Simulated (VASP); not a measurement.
A run of VASP 6.6.1:

Contents of INCAR:

```
SYSTEM = CdO
ALGO = Normal
EDIFF = 1E-6
ENCUT = 600
GGA = PE
GGA_COMPAT = .FALSE.
ISIF = 2
ISMEAR = 0
IVDW = 13
LASPH = .TRUE.
LCHARG = .FALSE.
LREAL = .FALSE.
LWAVE = .FALSE.
NBANDS = 16
NELM = 120
PREC = Accurate
SIGMA = 0.05
```

Contents of KPOINTS:

```
k-points
0
G
  8 8 8
  0 0 0
```

Contents of POSCAR:

```
CdO
1.0
    0.0000000000      2.3481500455      2.3481500455
    2.3481500455      0.0000000000      2.3481500455
    2.3481500455      2.3481500455      0.0000000000
Cd O
1 1
Direct
    0.0000000000      0.0000000000      0.0000000000
    0.5000000000      0.5000000000      0.5000000000
```

Potentials or basis: VASP PAW PBE potentials, release 64 (Cd, O).

Launch:

```sh
$ cat potpaw_PBE.64/Cd/POTCAR potpaw_PBE.64/O/POTCAR > POTCAR
$ mpirun -np 1 vasp_std > vasp.out
```

Hardware: 1 thread of Intel Xeon 8259CL, on a shared host.

Problem. How long does it take, and how much memory?

Solution. Wall time 30 s on 1 thread of Intel Xeon 8259CL (shared host), peak memory 0.16 GiB. Counts: scf iterations 13, k points 29.
